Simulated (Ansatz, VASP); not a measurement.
## SrO in VASP and in Ansatz

INCAR

```
ALGO = Normal
EDIFF = 1E-8
ENCUT = 520
GGA = PE
ISIF = 2
ISMEAR = -1
LASPH = True
LCHARG = False
LEFG = True
LREAL = False
LWAVE = False
NBANDS = 15
NELM = 60
PREC = Accurate
SIGMA = 0.02
```

Contents of KPOINTS:

```
k-points
0
Gamma
  8 8 8
```

File POSCAR:

```
SrO
1.0
   -0.0513960000      2.5441020000      2.5441020000
    2.5441020000     -0.0513960000      2.5441020000
    2.5441020000      2.5441020000     -0.0513960000
Sr O
1 1
Direct
    0.0000000000      0.0000000000      0.0000000000
    0.5000000000      0.5000000000      0.5000000000
```

Input for Ansatz:

```yaml
crystal:
  lattice:
    - [-0.051396, 2.544102, 2.544102]
    - [2.544102, -0.051396, 2.544102]
    - [2.544102, 2.544102, -0.051396]
  atoms:
    - { symbol: Sr, position: [0.0, 0.0, 0.0] }
    - { symbol: O, position: [0.5, 0.5, 0.5] }
kpoints:
  mp_grid: { grid: [8, 8, 8] }
scf:
  occupations: { method: fermi_dirac, width: 0.02 }
hamiltonian:
  xc: pbe
  pseudopotentials: { kind: paw }
output:
  forces: true
  stress: true
  eigenvalues: true
  efg: { contact_densities: true }
```

Change from the starting cell: equal xy, yz and zx shear strains of -2 %, PAW files.

Alike in both runs: task electric field gradients; functional PBE; k mesh 8 × 8 × 8; occupations fermi-dirac, width 0.02 eV; no spin polarisation.

|  | VASP | Ansatz |
| --- | --- | --- |
| version | VASP 6.6.1 | Ansatz 0.2.0 |
| potentials or method | VASP PAW PBE potentials, release 64 (Sr_sv, O) | PAW with Ansatz's default frozen-core files, scalar-relativistic |
| plane-wave cutoff (eV) | 520 | 420 |
| valence electrons in the cell | 16 | 16 |

|  | VASP | Ansatz | Ansatz less VASP |
| --- | --- | --- | --- |
| gap on the k mesh at the Fermi level (eV) | 3.22 | 3.27 | +0.049 |
| pressure (GPa) | 3.5 | 2.9 | -0.59 |
| traceless stress, the component that is largest in VASP (GPa) | 1.02 | 1.02 | +0.001 |
| size of Vzz on the site where it differs most (V/Å²) | 14.9 | 15.2 | +0.25 |
